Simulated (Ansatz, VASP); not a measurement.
## Ge3MoRu: VASP beside Ansatz

```xyz
5
Lattice="4.6824 0.0000 0.0000 0.0000 4.6824 0.0000 0.0000 0.0000 4.6824" Properties=species:S:1:pos:R:3 pbc="T T T"
Ge    2.3412    0.0000    2.3412
Ge    0.0000    2.3412    2.3412
Ge    2.3412    2.3412    0.0000
Mo    0.0000    0.0000    0.0000
Ru    2.3412    2.3412    2.3412
```

Change from the starting cell: species swapped into the Sc3SnB type (Pm-3m, No. 221).

Alike in both runs: functional PBE; k mesh 4 × 4 × 4; occupations gaussian, width 0.1 eV; no spin polarisation.

Ansatz relaxed the structure, and its values are those at the end. VASP's run is a single point on that final structure, the one shown.

|  | VASP | Ansatz |
| --- | --- | --- |
| version | VASP 6.6.1 | Ansatz 0.2.0 |
| potentials or method | VASP PAW PBE potentials, release 64 (Ge_d, Mo_sv, Ru_pv), cutoff 520 eV | scalar-relativistic, plane waves, PAW |
| valence electrons in the cell | 70 | 72 |

|  | VASP | Ansatz | Ansatz less VASP |
| --- | --- | --- | --- |
| gap on the k mesh at the Fermi level (eV) | none | none | - |
| pressure (GPa) | 0.0 | -0.1 | -0.16 |

A gap of «none» marks a metal or a gap that the smearing closes. VASP's potentials hold 70 valence electrons a cell and Ansatz's 72, so a difference there can come from the potentials and not from the codes.
